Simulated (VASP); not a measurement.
A run of VASP 6.6.1 is set up as follows.

The input INCAR:

```
SYSTEM = CaZrF6
ALGO = Normal
EDIFF = 1E-6
ENCUT = 600
GGA = CA
GGA_COMPAT = .FALSE.
ISIF = 2
ISMEAR = 0
LASPH = .TRUE.
LCHARG = .FALSE.
LREAL = .FALSE.
LWAVE = .FALSE.
NBANDS = 42
NELM = 120
PREC = Accurate
SIGMA = 0.01
```

File KPOINTS:

```
k-points
0
G
  4 4 4
  0 0 0
```

The input POSCAR:

```
CaZrF6
1.0
    0.0000000000      4.2683495000      4.2683495000
    4.2683495000      0.0000000000      4.2683495000
    4.2683495000      4.2683495000      0.0000000000
Ca Zr F
1 1 6
Direct
    0.5000000000      0.5000000000      0.5000000000
    0.0000000000      0.0000000000      0.0000000000
    0.7638120000      0.2361880000      0.2361880000
    0.2361880000      0.2361880000      0.7638120000
    0.7638120000      0.7638120000      0.2361880000
    0.2361880000      0.7638120000      0.2361880000
    0.7638120000      0.2361880000      0.7638120000
    0.2361880000      0.7638120000      0.7638120000
```

Potentials or basis: VASP PAW LDA potentials, release 64 (Ca_sv, Zr_sv, F).

The run is started by

```console
$ cat potpaw_LDA.64/Ca_sv/POTCAR potpaw_LDA.64/Zr_sv/POTCAR potpaw_LDA.64/F/POTCAR > POTCAR
$ mpirun -np 1 vasp_std > vasp.out
```

(1) Estimate the pressure.

(2) What does it give for the largest force?

Results:

(1) -3.2 GPa.

(2) 0.141 eV/Å.

Caveat: the cell stands under tension.
